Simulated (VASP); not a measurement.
# MgO (P2_1) in VASP: further runs

The runs below take MgO through single point, with PBE.

Program: VASP 6.6.1. These are calculated values, not measurements. Logs are shortened: lines on timing, memory, paths and dates and some standing lists are left out, and cuts for length are marked.

## Step 1: The cell of the first run

Symmetry: P2_1, No. 4, monoclinic system. Conventional cell: a = 3.281 Å, b = 10.514 Å, c = 3.281 Å, α = 90.00°, β = 120.00°, γ = 90.00°. Mg (site symmetry 1) has 4 O at 1.98 to 2.03 Å within 2.6 Å. Mg (site symmetry 1) has 4 O at 1.98 to 2.11 Å within 2.6 Å. Within 2.6 Å of O (site symmetry 1) lie 4 Mg at 1.98 to 2.02 Å. Within 2.6 Å of O (site symmetry 1) lie 4 Mg at 1.98 to 2.11 Å.

## Step 2: Single point, PBE (atoms displaced along several vibrational modes)

The input, INCAR:

```
SYSTEM = MgO
PREC = Accurate
ENCUT = 520
EDIFF = 1E-6
ISMEAR = 0
SIGMA = 0.05
LREAL = .False.
LASPH = .True.
NELM = 100
ALGO = Normal
ISIF = 2
LWAVE = .False.
LCHARG = .False.
GGA = PE
NBANDS = 26
```

The input, KPOINTS:

```
Automatic mesh
0
Gamma
  9 9 2
  0 0 0
```

The input, POSCAR:

```
MgO
1.0
    3.2805263433      0.0000000000      0.0000000000
   -1.6402631717      2.8410191511      0.0000000000
    0.0000000000      0.0000000000     10.5138967343
Mg O
4 4
Direct
    0.1940212195      0.5892296667      0.9694906392
    0.0971332736      0.0539917822      0.2208211786
   -0.0971332736     -0.0539917822      0.7208211786
    0.8059787805      0.4107703333      0.4694906392
    0.2282618177      0.6082623920      0.7800420079
    0.1274437682      0.0708399493      0.5296443544
   -0.1274437682     -0.0708399493      0.0296443544
    0.7717381823      0.3917376080      0.2800420079
```

Potentials or basis: VASP PAW PBE potentials, release 64 (Mg, O).

Run with:

```bash
cat potpaw_PBE.64/Mg/POTCAR potpaw_PBE.64/O/POTCAR > POTCAR
mpirun -np 1 vasp_std > vasp.out
```

OUTCAR:

```text
SYSTEM = MgO
   PREC = Accurate
   ENCUT = 520
   EDIFF = 1E-6
   ISMEAR = 0
   LREAL = .False.
   LASPH = .True.
   NELM = 100
   ISIF = 2
   GGA = PE

 ion  position               nearest neighbor table
   1  0.194  0.589  0.969-   7 1.98   7 1.98   5 1.99   7 2.03   2 3.10   2 3.15   3 3.19   3 3.20
                             3 3.30
   2  0.097  0.054  0.221-   8 1.98   8 1.98   8 2.02   7 2.11   1 3.10   1 3.15   4 3.19   4 3.20
                             4 3.30
   3  0.903  0.946  0.721-   5 1.98   5 1.98   5 2.02   6 2.11   4 3.10   4 3.15   1 3.19   1 3.20
                             1 3.30
   4  0.806  0.411  0.469-   6 1.98   6 1.98   8 1.99   6 2.03   3 3.10   3 3.15   2 3.19   2 3.20
                             2 3.30
   5  0.228  0.608  0.780-   3 1.98   3 1.98   1 1.99   3 2.02
   6  0.127  0.071  0.530-   4 1.98   4 1.98   4 2.03   3 2.11
   7  0.873  0.929  0.030-   1 1.98   1 1.98   1 2.03   2 2.11
   8  0.772  0.392  0.280-   2 1.98   2 1.98   4 1.99   2 2.02

  LATTYP: Found a hexagonal cell.
 ALAT       =     3.2805263433
 C/A-ratio  =     3.2049420227

  Lattice vectors:

 A1 = (   3.2805263433,   0.0000000000,   0.0000000000)
 A2 = (  -1.6402631717,   2.8410191511,   0.0000000000)
 A3 = (   0.0000000000,   0.0000000000,  10.5138967343)

Analysis of symmetry for initial positions (statically):
=====================================================================
 Subroutine PRICEL returns:
 Original cell was already a primitive cell.

 Routine SETGRP: Setting up the symmetry group for a
 hexagonal supercell.

 Subroutine GETGRP returns: Found  2 space group operations
 (whereof  1 operations were pure point group operations)
 out of a pool of 24 trial point group operations.

The static configuration has the point symmetry C_1 .
 The point group associated with its full space group is C_2 .

Analysis of symmetry for dynamics (positions and initial velocities):
=====================================================================
 Subroutine PRICEL returns:
 Original cell was already a primitive cell.

 Routine SETGRP: Setting up the symmetry group for a
 hexagonal supercell.

 Subroutine GETGRP returns: Found  2 space group operations
 (whereof  1 operations were pure point group operations)
 out of a pool of 24 trial point group operations.

The dynamic configuration has the point symmetry C_1 .
 The point group associated with its full space group is C_2 .

 Subroutine INISYM returns: Found  2 space group operations
 (whereof  1 operations are pure point group operations),
 and found     1 'primitive' translations

----------------------------------------------------------------------------------------

                                     Primitive cell

  volume of cell :      97.9899

  direct lattice vectors                    reciprocal lattice vectors
     3.280526343  0.000000000  0.000000000     0.304829133  0.175993182  0.000000000
    -1.640263172  2.841019151  0.000000000     0.000000000  0.351986364  0.000000000
     0.000000000  0.000000000 10.513896734     0.000000000  0.000000000  0.095112214

  length of vectors
     3.280526343  3.280526343 10.513896734     0.351986364  0.351986364  0.095112214

  position of ions in fractional coordinates (direct lattice)
     0.194021220  0.589229667  0.969490639
     0.097133274  0.053991782  0.220821179
     0.902866726  0.946008218  0.720821179
     0.805978780  0.410770333  0.469490639
     0.228261818  0.608262392  0.780042008
     0.127443768  0.070839949  0.529644354
     0.872556232  0.929160051  0.029644354
     0.771738182  0.391737608  0.280042008

  ion indices of the primitive-cell ions
   primitive index   ion index
                 1           1
                 2           2
                 3           3
                 4           4
                 5           5
                 6           6
                 7           7
                 8           8

----------------------------------------------------------------------------------------

 KPOINTS: Automatic mesh

Automatic generation of k-mesh.
 Grid dimensions read from file:
 generate k-points for:    9    9    2

 Generating k-lattice:

  Cartesian coordinates                     Fractional coordinates (reciprocal lattice)
     0.033869904  0.019554798  0.000000000     0.111111111  0.000000000  0.000000000
     0.000000000  0.039109596  0.000000000     0.000000000  0.111111111  0.000000000
     0.000000000  0.000000000  0.047556107     0.000000000  0.000000000  0.500000000

  Length of vectors
     0.039109596  0.039109596  0.047556107

  Shift w.r.t. Gamma in fractional coordinates (k-lattice)
     0.000000000  0.000000000  0.000000000

 Subroutine IBZKPT returns following result:
 ===========================================

 Found     82 irreducible k-points:

 Following reciprocal coordinates:
            Coordinates               Weight
  0.000000  0.000000  0.000000      1.000000
  0.111111 -0.000000  0.000000      2.000000
  0.000000  0.111111  0.000000      2.000000
 -0.111111  0.111111  0.000000      2.000000
  0.222222  0.000000  0.000000      2.000000
  0.000000  0.222222  0.000000      2.000000
[... 16 lines left out ...]
  0.333333  0.111111  0.000000      2.000000
 -0.111111  0.444444  0.000000      2.000000
 [... further k-points ...]
   k-points           NKPTS =     82   k-points in BZ     NKDIM =     82   number of bands    NBANDS=     26
   number of dos      NEDOS =    301   number of ions     NIONS =      8
   total plane-waves  NPLWV =  46080
   dimension x,y,z NGX =    24 NGY =   24 NGZ =   80
   dimension x,y,z NGXF=    48 NGYF=   48 NGZF=  160
   ions per type =               4   4
   NGX,Y,Z   is equivalent  to a cutoff of  12.16, 12.16, 12.65 a.u.
   NGXF,Y,Z  is equivalent  to a cutoff of  24.32, 24.32, 25.30 a.u.
 SYSTEM =  MgO
   PREC   = accura    normal or accurate (medium, high low for compatibility)
   ISTART =      0    job   : 0-new  1-cont  2-samecut
   ICHARG =      2    charge: 1-file 2-atom 10-const
   ISPIN  =      1    spin polarized calculation?
   LNONCOLLINEAR =      F non collinear calculations
   LSORBIT =      F    spin-orbit coupling
   LASPH  =      T    aspherical Exc in radial PAW
   ENCUT  =  520.0 eV  38.22 Ry    6.18 a.u.   6.10  6.10 19.55*2*pi/ulx,y,z
   NELM   =    100;   NELMIN=  2; NELMDL= -5     # of ELM steps
   EDIFF  = 0.1E-05   stopping-criterion for ELM
   LREAL  =      F    real-space projection
   EDIFFG = 0.1E-04   stopping-criterion for IOM
   NSW    =      0    number of steps for IOM
   IBRION =     -1    ionic relax: 0-MD 1-quasi-New 2-CG
   NFREE  =      0    steps in history (QN), initial steepest desc. (CG)
   ISIF   =      2    stress and relaxation
   ISYM   =      2    0-nonsym 1-usesym 2-fastsym
   POTIM  = 0.5000    time-step for ionic-motion
   TEBEG  =    0.0;   TEEND  =   0.0 temperature during run
   PSTRESS=    0.0 pullay stress
   NELECT =      32.0000    total number of electrons
   NUPDOWN=      -1.0000    fix difference up-down
   EMIN   =  10.00;   EMAX   =-10.00  energy-range for DOS
   EFERMI =   0.00;   METHOD = LEGACY
   ISMEAR =     0;   SIGMA  =   0.05  broadening in eV -4-tet -1-fermi 0-gaus
   EFERMI_NEDOS =   21; number of points for ismear=-14 and -15
   IALGO  =     38    algorithm
   IMIX   =      4    mixing-type and parameters
     AMIX     =   0.40;   BMIX     =  1.00
     AMIX_MAG =   1.60;   BMIX_MAG =  1.00
  volume/ion in A,a.u.               =      12.25        82.66
  Fermi-wavevector in a.u.,A,eV,Ry     =   1.127365  2.130410 17.292335  1.270951
  Thomas-Fermi vector in A             =   2.264050
   LORBIT       =      0    0 simple, 1 ext, 2 COOP (PROOUT), +10 PAW based schemes
   GGA     = PE    functional components
   LHFCALC =     F    Hartree Fock is set to
   AEXX    =    0.0000 exact exchange contribution
   IVDW    =     0    specifies the selected vdW correction
   LEPSILON=     F    determine dielectric tensor
   LRPA    =     F    only Hartree local field effects (RPA)
 non-spin polarized calculation
 Gauss-broadening in eV      SIGMA  =   0.05
  energy-cutoff  :      520.00
  volume of cell :       97.99
 maximum number of plane-waves:      2688
   NGX = 13   NGY = 13   NGZ = 39

 number of electron      32.0000004 magnetization

 Free energy of the ion-electron system (eV)
  ---------------------------------------------------
  ext. energy  EPLUGINS =         0.00000000
  ---------------------------------------------------
  free energy    TOTEN  =       -46.59672449 eV

  energy without entropy =      -46.59672449  energy(sigma->0) =      -46.59672449

 E-fermi :   1.1391     XC(G=0):  -9.6077

 val. band max:        0.9248807703   @ k =   0.0000   0.0000   0.0000
 cond. band min:       4.0939938693   @ k =   0.0000   0.0000   0.0000
 fundamental gap:      3.1691130990
 Fermi energy:         1.1391359552

 k-point     1 :       0.0000    0.0000    0.0000
  band No.  band energies     occupation
      1     -15.1449      2.00000
      2     -14.8542      2.00000
      3     -14.7868      2.00000
      4     -14.4683      2.00000
      5      -2.2684      2.00000
      6      -1.1100      2.00000
[... 18 lines left out ...]
     25      15.3462      0.00000
     26      15.5917      0.00000

 k-point     2 :       0.1111   -0.0000    0.0000
  band No.  band energies     occupation
      1     -15.0863      2.00000
      2     -14.8094      2.00000
      3     -14.7412      2.00000
      4     -14.4397      2.00000
      5      -2.1481      2.00000
      6      -1.1524      2.00000
[... 18 lines left out ...]
     25      14.9294      0.00000
     26      15.0456      0.00000

 k-point     3 :       0.0000    0.1111    0.0000
  band No.  band energies     occupation
      1     -15.0838      2.00000
      2     -14.8093      2.00000
      3     -14.7412      2.00000
      4     -14.4428      2.00000
      5      -2.1419      2.00000
      6      -1.1501      2.00000
[... 572 lines left out ...]
 k-point    23 :       0.3333    0.1111    0.0000
  band No.  band energies     occupation
      1     -14.6260      2.00000
      2     -14.5031      2.00000
      3     -14.3972      2.00000
      4     -14.2711      2.00000
      5      -2.0964      2.00000
      6      -1.8126      2.00000
[... 18 lines left out ...]
     25      12.9254      0.00000
     26      13.8194      0.00000

 k-point    24 :      -0.1111    0.4444    0.0000
  band No.  band energies     occupation
      1     -14.5791      2.00000
      2     -14.4939      2.00000
      3     -14.4065      2.00000
      4     -14.3250      2.00000
      5      -1.9293      2.00000
      6      -1.8767      2.00000
[... 18 lines left out ...]
     25      12.9800      0.00000
     26      13.2661      0.00000

 [... further k-points ...]
[... 5 lines left out ...]
  --------------------------------------------------------------------------------------
  -------------------------------------------------------------------------------------
  Total       -2.3870632      0.3664407     -0.8327329     -2.3619314      0.0000000      0.0000000
  in kB      -39.0295102      5.9914633    -13.6155418    -38.6185941      0.0000000      0.0000000
  external PRESSURE =     -15.5511962 kB  Pullay stress =       0.0000000 kB

 VOLUME and BASIS-vectors are now :
 -----------------------------------------------------------------------------
  energy-cutoff  :      520.00
  volume of cell :       97.99
      direct lattice vectors                 reciprocal lattice vectors
     3.280526343  0.000000000  0.000000000     0.304829133  0.175993182  0.000000000
    -1.640263172  2.841019151  0.000000000     0.000000000  0.351986364  0.000000000
     0.000000000  0.000000000 10.513896734     0.000000000  0.000000000  0.095112214

 POSITION                                       TOTAL-FORCE (eV/Angst)
 -----------------------------------------------------------------------------------
     -0.33000      1.67401     10.19312         0.239925      0.193134     -0.117251
      0.23009      0.15339      2.32169        -0.166274     -0.131385     -0.234439
      1.41018      2.68763      7.57864         0.166274      0.131385     -0.234439
      1.97026      1.16701      4.93618        -0.239925     -0.193134     -0.117251
     -0.24889      1.72809      8.20128         0.058521      0.069791      0.034555
      0.30189      0.20126      5.56863        -0.125701     -0.107640      0.317135
      1.33838      2.63976      0.31168         0.125701      0.107640      0.317135
      1.88915      1.11293      2.94433        -0.058521     -0.069791      0.034555
 -----------------------------------------------------------------------------------
    total drift:                                0.000000      0.000000      0.000104

  FREE ENERGIE OF THE ION-ELECTRON SYSTEM (eV)
  ---------------------------------------------------
  free  energy   TOTEN  =       -46.5967244910 eV

  energy  without entropy=      -46.5967244910  energy(sigma->0) =      -46.59672449
```

It took 69 s on 1 thread of AMD EPYC 9R45 (Zen 5), shared host; peak memory 0.28 GiB.

Results:

- Free energy: -46.5967 eV
- Pressure: -1.6 GPa
- Largest force: 0.358 eV/Å
- Band gap on the k mesh: 3.17 eV

Forces in eV/Å, atoms in the order of the input:
```
Mg   0.240  0.193 -0.117
Mg  -0.166 -0.131 -0.234
Mg   0.166  0.131 -0.234
Mg  -0.240 -0.193 -0.117
O    0.059  0.070  0.035
O   -0.126 -0.108  0.317
O    0.126  0.108  0.317
O   -0.059 -0.070  0.035
```

Levels at points of the mesh, in eV from the valence-band top:
```
           k point  band 13  band 14  band 15  band 16  band 17  band 18  band 19  band 20
(0.00, 0.00, 0.00)    -0.32    -0.30    -0.21     0.00     3.17     5.43     5.68     8.11
(0.00, 0.00, 0.50)    -0.30    -0.30    -0.25    -0.25     4.01     4.01     7.09     7.09
```

Caveat: the cell differs from its parent crystal (atoms displaced along several vibrational modes).

## Step 3: Single point, PBE (atoms displaced along several vibrational modes)

The input, INCAR:

```
PREC     = Accurate       # precision mode
ENCUT    = 520            # plane-wave cutoff, eV
EDIFF    = 1E-6           # SCF threshold, eV
ISMEAR   = 0              # smearing method
SIGMA    = 0.05           # smearing width, eV
LREAL    = False          # projectors in reciprocal space
LASPH    = True           # aspherical terms in the spheres
NELM     = 100            # most SCF steps
ALGO     = Normal         # electronic algorithm
ISIF     = 2              # what is computed and relaxed
LWAVE    = False          # write WAVECAR
LCHARG   = False          # write CHGCAR
GGA      = PE             # functional
NBANDS   = 26             # bands
```

The input, KPOINTS:

```
Automatic mesh
0
Gamma
  9 9 2
```

The input, POSCAR:

```
MgO
1.0
    3.2805263433      0.0000000000      0.0000000000
   -1.6402631717      2.8410191511      0.0000000000
    0.0000000000      0.0000000000     10.5138967343
Mg O
4 4
Direct
    0.2714582195      0.7441036667      0.9694906392
    0.0431414914     -0.0539917822      0.2208211786
   -0.0431414914      0.0539917822      0.7208211786
    0.7285417805      0.2558963333      0.4694906392
    0.2866660924      0.7250709413      0.7800420079
    0.0566038189     -0.0708399493      0.5296443544
   -0.0566038189      0.0708399493      0.0296443544
    0.7133339076      0.2749290587      0.2800420079
```

Potentials or basis: VASP PAW PBE potentials, release 64 (Mg, O).

Run with:

```bash
cat potpaw_PBE.64/Mg/POTCAR potpaw_PBE.64/O/POTCAR > POTCAR
mpirun -np 1 vasp_std > vasp.out
```

Wall time 79 s (1 thread of AMD EPYC 9R45 (Zen 5), shared host); peak memory 0.28 GiB.

Results (log left out):

- Free energy: -46.3829 eV
- Pressure: -1.1 GPa
- Largest force: 0.639 eV/Å
- Band gap on the k mesh: 3.01 eV

Forces in eV/Å, atoms in the order of the input:
```
Mg   0.489 -0.292 -0.290
Mg  -0.324  0.193 -0.083
Mg   0.324 -0.193 -0.083
Mg  -0.489  0.292 -0.290
O    0.294 -0.163  0.126
O   -0.307  0.179  0.248
O    0.307 -0.179  0.248
O   -0.294  0.163  0.126
```

Stress tensor (GPa, compression positive):
```
-0.80 -1.56  0.00
-1.56 -3.52  0.00
 0.00  0.00  0.89
```

Levels at points of the mesh, in eV from the valence-band top:
| k point | band 13 | band 14 | band 15 | band 16 | band 17 | band 18 | band 19 | band 20 |
| --- | --- | --- | --- | --- | --- | --- | --- | --- |
| (0.00, 0.00, 0.00) | -0.44 | -0.38 | -0.36 | 0.00 | 3.01 | 5.21 | 5.54 | 8.00 |
| (0.00, 0.00, 0.50) | -0.39 | -0.39 | -0.36 | -0.36 | 3.85 | 3.85 | 6.93 | 6.93 |

Caveat: the cell differs from its parent crystal (atoms displaced along several vibrational modes).
